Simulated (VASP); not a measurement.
# ZnAu (Pm-3m) in VASP: notebook

Aim: see how the results for ZnAu move with the level of theory and the settings. Levels: PBE, PBE+D4. Tasks: single point.

Everything below comes from runs of VASP 6.6.1. Logs are shortened: lines on timing, memory, paths and dates and some standing lists are left out, and cuts for length are marked.

### 1 The cell of the first run

The structure is cubic, space group Pm-3m (No. 221). The conventional cell has a = 3.179 Å, b = 3.179 Å, c = 3.179 Å, α = 90.00°, β = 90.00°, γ = 90.00°. Within 3.6 Å of Zn (site symmetry m-3m) lie 8 Au at 2.75 Å and 6 Zn at 3.18 Å. Au (site symmetry m-3m) has 8 Zn at 2.75 Å and 6 Au at 3.18 Å within 3.6 Å.

### 2 Single point, PBE, non-collinear spin, zero start, spin-orbit coupling

Input file INCAR:

```
PREC = Accurate
ENCUT = 520
EDIFF = 1E-7
ISMEAR = 0
SIGMA = 0.05
LREAL = False
LASPH = True
NELM = 150
ALGO = Normal
ISIF = 2
LWAVE = False
LCHARG = True
LNONCOLLINEAR = True
MAGMOM = 0 0 0 0 0 0
LORBIT = 11
LSORBIT = True
GGA_COMPAT = False
LORBMOM = True
LMAXMIX = 4
GGA = PE
LVHAR = True
NBANDS = 35
```

Input file KPOINTS:

```
regular mesh
0
Gamma
  10 10 10
```

Input file POSCAR:

```
ZnAu
1.0
    3.1793056056      0.0000000000      0.0000000000
    0.0000000000      3.1793056056      0.0000000000
    0.0000000000      0.0000000000      3.1793056056
Zn Au
1 1
Direct
    0.5000000000      0.5000000000      0.5000000000
    0.0000000000      0.0000000000      0.0000000000
```

Potentials or basis: VASP PAW PBE potentials, release 64 (Zn, Au).

Launch:

```bash
cat potpaw_PBE.64/Zn/POTCAR potpaw_PBE.64/Au/POTCAR > POTCAR
mpirun -np 1 vasp_ncl > vasp.out
```

OUTCAR:

```text
PREC = Accurate
   ENCUT = 520
   EDIFF = 1E-7
   ISMEAR = 0
   LREAL = False
   LASPH = True
   NELM = 150
   ISIF = 2
   LNONCOLLINEAR = True
   LORBIT = 11
   LSORBIT = True
   GGA = PE

 ion  position               nearest neighbor table
   1  0.500  0.500  0.500-   2 2.75   2 2.75   2 2.75   2 2.75   2 2.75   2 2.75   2 2.75   2 2.75

   2  0.000  0.000  0.000-   1 2.75   1 2.75   1 2.75   1 2.75   1 2.75   1 2.75   1 2.75   1 2.75

  LATTYP: Found a simple cubic cell.
 ALAT       =     3.1793056056

  Lattice vectors:

 A1 = (   3.1793056056,   0.0000000000,   0.0000000000)
 A2 = (   0.0000000000,   3.1793056056,   0.0000000000)
 A3 = (   0.0000000000,   0.0000000000,   3.1793056056)

Analysis of symmetry for initial positions (statically):
=====================================================================
 Subroutine PRICEL returns:
 Original cell was already a primitive cell.

 Routine SETGRP: Setting up the symmetry group for a
 simple cubic supercell.

 Subroutine GETGRP returns: Found 48 space group operations
 (whereof 48 operations were pure point group operations)
 out of a pool of 48 trial point group operations.

The static configuration has the point symmetry O_h .

Analysis of symmetry for dynamics (positions and initial velocities):
=====================================================================
 Subroutine PRICEL returns:
 Original cell was already a primitive cell.

 Routine SETGRP: Setting up the symmetry group for a
 simple cubic supercell.

 Subroutine GETGRP returns: Found 48 space group operations
 (whereof 48 operations were pure point group operations)
 out of a pool of 48 trial point group operations.

The dynamic configuration has the point symmetry O_h .

Analysis of structural, dynamic, and magnetic symmetry:
=====================================================================
 Subroutine PRICEL returns:
 Original cell was already a primitive cell.

 Routine SETGRP: Setting up the symmetry group for a
 simple cubic supercell.

 Subroutine GETGRP returns: Found 48 space group operations
 (whereof 48 operations were pure point group operations)
 out of a pool of 48 trial point group operations.

The overall configuration has the point symmetry O_h .

 Subroutine INISYM returns: Found 48 space group operations
 (whereof 48 operations are pure point group operations),
[... 1090 lines left out ...]
      1.58965      1.58965      1.58965         0.000000      0.000000      0.000000
      0.00000      0.00000      0.00000         0.000000      0.000000      0.000000
 -----------------------------------------------------------------------------------
    total drift:                                0.000000     -0.000000     -0.000000

  FREE ENERGIE OF THE ION-ELECTRON SYSTEM (eV)
  ---------------------------------------------------
  free  energy   TOTEN  =        -5.0392449859 eV

  energy  without entropy=       -5.0382791640  energy(sigma->0) =       -5.03876207

 orbital moment (x)

 # of ion     p       d       tot
 ----------------------------------------
  1         0.000  -0.000  -0.000
  2        -0.000   0.000   0.000
 ----------------------------------------
            0.000   0.000   0.000

 orbital moment (y)

 # of ion     p       d       tot
 ----------------------------------------
  1         0.000  -0.000  -0.000
  2         0.000   0.000   0.000
 ----------------------------------------
            0.000  -0.000  -0.000

 orbital moment (z)

 # of ion     p       d       tot
 ----------------------------------------
  1         0.000   0.000   0.000
  2         0.000   0.000   0.000
 ----------------------------------------
            0.000   0.000   0.000

 Spin-Orbit-Coupling matrix elements

 Ion:    1  E_soc:     -0.0088233
 l=   1
     0.0000000    -0.0003458    -0.0003458
    -0.0003458     0.0000000    -0.0003458
    -0.0003458    -0.0003458     0.0000000
 l=   2
     0.0000000    -0.0002602     0.0000000    -0.0002602    -0.0008646
    -0.0002602     0.0000000    -0.0006484    -0.0002602    -0.0002161
     0.0000000    -0.0006484     0.0000000    -0.0006484     0.0000000
    -0.0002602    -0.0002602    -0.0006484     0.0000000    -0.0002161
    -0.0008646    -0.0002161     0.0000000    -0.0002161     0.0000000
 l=   3
     0.0000000     0.0000000     0.0000000     0.0000000     0.0000000     0.0000000     0.0000000
     0.0000000     0.0000000     0.0000000     0.0000000     0.0000000     0.0000000     0.0000000
     0.0000000     0.0000000     0.0000000     0.0000000     0.0000000     0.0000000     0.0000000
     0.0000000     0.0000000     0.0000000     0.0000000     0.0000000     0.0000000     0.0000000
     0.0000000     0.0000000     0.0000000     0.0000000     0.0000000     0.0000000     0.0000000
     0.0000000     0.0000000     0.0000000     0.0000000     0.0000000     0.0000000     0.0000000
     0.0000000     0.0000000     0.0000000     0.0000000     0.0000000     0.0000000     0.0000000

 Ion:    2  E_soc:     -0.5756683
 l=   1
     0.0000000    -0.0286197    -0.0286197
    -0.0286197     0.0000000    -0.0286197
    -0.0286197    -0.0286197     0.0000000
 l=   2
     0.0000000    -0.0135425     0.0000000    -0.0135425    -0.0537825
    -0.0135425     0.0000000    -0.0403369    -0.0135425    -0.0134456
     0.0000000    -0.0403369     0.0000000    -0.0403369     0.0000000
    -0.0135425    -0.0135425    -0.0403369     0.0000000    -0.0134456
    -0.0537825    -0.0134456     0.0000000    -0.0134456     0.0000000
 l=   3
     0.0000000     0.0000000     0.0000000     0.0000000     0.0000000     0.0000000     0.0000000
     0.0000000     0.0000000     0.0000000     0.0000000     0.0000000     0.0000000     0.0000000
     0.0000000     0.0000000     0.0000000     0.0000000     0.0000000     0.0000000     0.0000000
     0.0000000     0.0000000     0.0000000     0.0000000     0.0000000     0.0000000     0.0000000
     0.0000000     0.0000000     0.0000000     0.0000000     0.0000000     0.0000000     0.0000000
     0.0000000     0.0000000     0.0000000     0.0000000     0.0000000     0.0000000     0.0000000
     0.0000000     0.0000000     0.0000000     0.0000000     0.0000000     0.0000000     0.0000000

 total charge

# of ion       s       p       d       tot
------------------------------------------
    1        0.518   0.425   9.765  10.708
    2        0.617   0.383   8.690   9.691
--------------------------------------------------
tot          1.135   0.808  18.456  20.399

 magnetization (x)

# of ion       s       p       d       tot
------------------------------------------
    1        0.000   0.000   0.000   0.000
    2       -0.000  -0.000  -0.000  -0.000
--------------------------------------------------
tot         -0.000  -0.000  -0.000  -0.000

 magnetization (y)

# of ion       s       p       d       tot
------------------------------------------
    1        0.000   0.000   0.000   0.000
    2        0.000  -0.000   0.000  -0.000
--------------------------------------------------
tot          0.000  -0.000   0.000   0.000

 magnetization (z)

# of ion       s       p       d       tot
------------------------------------------
    1       -0.000   0.000   0.000   0.000
    2        0.000  -0.000   0.000   0.000
--------------------------------------------------
tot          0.000   0.000   0.000   0.000
```

OSZICAR:

```text
N       E                     dE             d eps       ncg     rms          rms(c)
DAV:   1     0.179285169482E+03    0.17929E+03   -0.10720E+04  4019   0.176E+03
DAV:   2     0.860717897090E+01   -0.17068E+03   -0.15644E+03  3957   0.389E+02
DAV:   3    -0.524764500115E+01   -0.13855E+02   -0.13431E+02  4276   0.110E+02
DAV:   4    -0.550283349799E+01   -0.25519E+00   -0.25469E+00  4435   0.147E+01
DAV:   5    -0.550612954302E+01   -0.32960E-02   -0.32959E-02  4336   0.159E+00    0.893E+00
DAV:   6    -0.507164575216E+01    0.43448E+00   -0.10772E+00  4420   0.125E+01    0.570E+00
DAV:   7    -0.504729551350E+01    0.24350E-01   -0.38645E-02  5305   0.442E+00    0.311E+00
DAV:   8    -0.503926652912E+01    0.80290E-02   -0.11723E-02  4156   0.118E+00    0.100E+00
DAV:   9    -0.503923783327E+01    0.28696E-04   -0.31554E-04  4704   0.209E-01    0.107E-01
DAV:  10    -0.503923880575E+01   -0.97248E-06   -0.55135E-05  5448   0.110E-01    0.615E-02
DAV:  11    -0.503924480074E+01   -0.59950E-05   -0.20029E-05  4413   0.642E-02    0.150E-02
DAV:  12    -0.503924489172E+01   -0.90976E-07   -0.21583E-06  4236   0.310E-02    0.404E-03
DAV:  13    -0.503924498586E+01   -0.94140E-07   -0.21840E-07  3831   0.881E-03
   1 F= -.50392450E+01 E0= -.50387621E+01  d E =-.965822E-03  mag=     0.0000    -0.0000     0.0000
```

stdout:

```text
POSCAR found type information on POSCAR ZnAu
 POSCAR found :  2 types and       2 ions
 scaLAPACK will be used
 LDA part: xc-table for (Slater+PW92), standard interpolation
 POSCAR, INCAR and KPOINTS ok, starting setup
 FFT: planning ... GRIDC
 FFT: planning ... GRID_SOFT
 FFT: planning ... GRID
 WAVECAR not read
 entering main loop
```

It took 80 s on 1 thread of Intel Xeon Platinum 8259CL at 2.50GHz (Skylake/Cascade Lake), shared host; peak memory 0.26 GiB.

Results:

| Property | Result |
| --- | --- |
| Free energy | -5.0392 eV |
| Pressure | 0.3 GPa |
| Net moment | 0.00 μB per cell |
| Valence electrons inside the program's atomic spheres | Zn 10.71; Au 9.69 |

Moments on the atoms (μB; x, y, z):
```
Zn  0.00 0.00 0.00
Au  0.00 0.00 0.00
```

### 3 Single point, PBE+D4, non-collinear spin, zero start, spin-orbit coupling

Edit INCAR of step 2 so:

```diff
@@ -2,3 +2,3 @@
 ENCUT = 520
-EDIFF = 1E-7
+EDIFF = 1E-6
 ISMEAR = 0
@@ -11,3 +11,3 @@
 LWAVE = False
-LCHARG = True
+LCHARG = False
 LNONCOLLINEAR = True
@@ -20,3 +20,3 @@
 GGA = PE
-LVHAR = True
+IVDW = 13
 NBANDS = 35
```

Input file KPOINTS:

```
Automatic mesh
0
Gamma
  10 10 10
```

POSCAR is that of step 2.

Potentials or basis: VASP PAW PBE potentials, release 64 (Zn, Au).

Launch:

```bash
cat potpaw_PBE.64/Zn/POTCAR potpaw_PBE.64/Au/POTCAR > POTCAR
mpirun -np 1 vasp_ncl > vasp.out
```

Wall time 68 s (1 thread of Intel Xeon Platinum 8259CL at 2.50GHz (Skylake/Cascade Lake), shared host); peak memory 0.26 GiB.

It converged, with:

```yaml
Free_energy: -6.0525 eV
Pressure: -4.5 GPa
Net_moment: 0.00 μB per cell
Valence_electrons_inside_the_program's_atomic_spheres: Zn 10.71; Au 9.69
Dispersion_energy_per_atom: -0.507 eV
```

Moments on the atoms (μB; x, y, z):
```
Zn  0.00 0.00 0.00
Au  0.00 0.00 0.00
```

Caveat: the cell stands under tension.
